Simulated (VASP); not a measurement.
Write the native input for VASP 6.6.1 that does the following.

```yaml
Task: single point
Functional: LDA
Potentials_or_basis: VASP PAW LDA potentials, release 64 (Au)
Cutoff: 500 eV
k_mesh: 15 × 15 × 8
Occupations: fermi-dirac, width 0.08 eV
Spin: no spin polarisation
Dipole_correction: no
Further_INCAR_settings: ALGO = Normal; EDIFF = 1e-06; NBANDS = 18
```

The structure of Au lies in POSCAR:

```
Au
1.0
    2.4066069847      0.0000000000      0.0000000000
   -1.2033034923      2.0841827856      0.0000000000
    0.0000000000      0.0000000000      3.9704270531
Au
2
Direct
    0.3333333333      0.6666666667      0.2500000000
    0.6666666667      0.3333333333      0.7500000000
```

This cell differs from its parent crystal: volume scaled by 0.6.

The input as run:

INCAR

```
  ALGO = Normal
  EDIFF = 1E-6
  ENCUT = 500
  GGA = CA
  GGA_COMPAT = False
  ISIF = 2
  ISMEAR = -1
  LASPH = True
  LCHARG = True
  LELF = True
  LREAL = False
  LVHAR = True
  LWAVE = False
  NBANDS = 18
  NELM = 120
  PREC = Accurate
  SIGMA = 0.08
```

KPOINTS

```
k-points
0
Gamma
  15 15 8
```

Potentials or basis: VASP PAW LDA potentials, release 64 (Au).

The run is started by

```console
$ cat potpaw_LDA.64/Au/POTCAR > POTCAR
$ mpirun -np 1 vasp_std > vasp.out
```

It gave:

- Pressure: 403.0 GPa
- Band gap on the k mesh: zero (band 11 reaches 28.52 eV, above the bottom of band 12 at 17.52 eV)

Caveat: spin-orbit coupling is left out, which moves the levels of the heavy elements.

Wall time 56 s on 1 thread of AMD EPYC 7R13, on a shared host, peak memory 0.12 GiB.
